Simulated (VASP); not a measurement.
**AgPtBr5: single point with PBE**

The system is AgPtBr5.

```
Ag Pt Br
1.0
     4.38217    0.00000    0.00000
     0.00000    4.38217    0.00000
     0.00000    0.00000   10.95281
Ag Pt Br
1 1 5
Direct
  0.50000 0.50000 0.00000
  0.00000 0.00000 0.50000
  0.50000 0.00000 0.65058
  0.00000 0.50000 0.65058
  0.50000 0.00000 0.34942
  0.00000 0.50000 0.34942
  0.00000 0.00000 0.00000
```

- Program: VASP 6.6.1
- Task: single point
- Functional: PBE
- Potentials or basis: VASP PAW PBE potentials, release 64 (Ag, Pt, Br)
- Cutoff: 520 eV
- k mesh: 8 × 8 × 4
- Occupations: gaussian, width 0.1 eV
- Spin: no spin polarisation

| Quantity | Value |
| --- | --- |
| Pressure | 0.0 GPa |
| Band gap on the k mesh | zero (bands 28 and 29 overlap by 0.59 eV) |

Levels at points of the mesh, in eV from the Fermi level:
```tsv
k point	band 25	band 26	band 27	band 28	band 29	band 30	band 31	band 32
(0.00, 0.00, 0.00)	-0.94	-0.62	-0.62	0.22	0.72	0.72	0.88	2.71
(0.50, 0.00, 0.00)	-1.25	-0.88	-0.32	-0.23	-0.18	0.19	3.97	4.10
(0.50, 0.50, 0.00)	-0.24	-0.24	-0.12	0.39	0.60	1.12	1.63	2.59
(0.00, 0.00, 0.50)	-0.93	-0.62	-0.62	0.22	0.72	0.72	1.07	2.65
(0.50, 0.00, 0.50)	-1.24	-1.07	-0.19	-0.18	-0.17	0.20	4.02	4.14
(0.50, 0.50, 0.50)	-0.21	-0.21	-0.12	0.39	0.60	1.12	1.63	2.69
```

Wall time 11 min on 1 thread of Oxide Virtual Turin-like Processor (shared host), peak memory 0.5 GiB.

Caveat: spin-orbit coupling is left out, which moves the levels of the heavy elements.
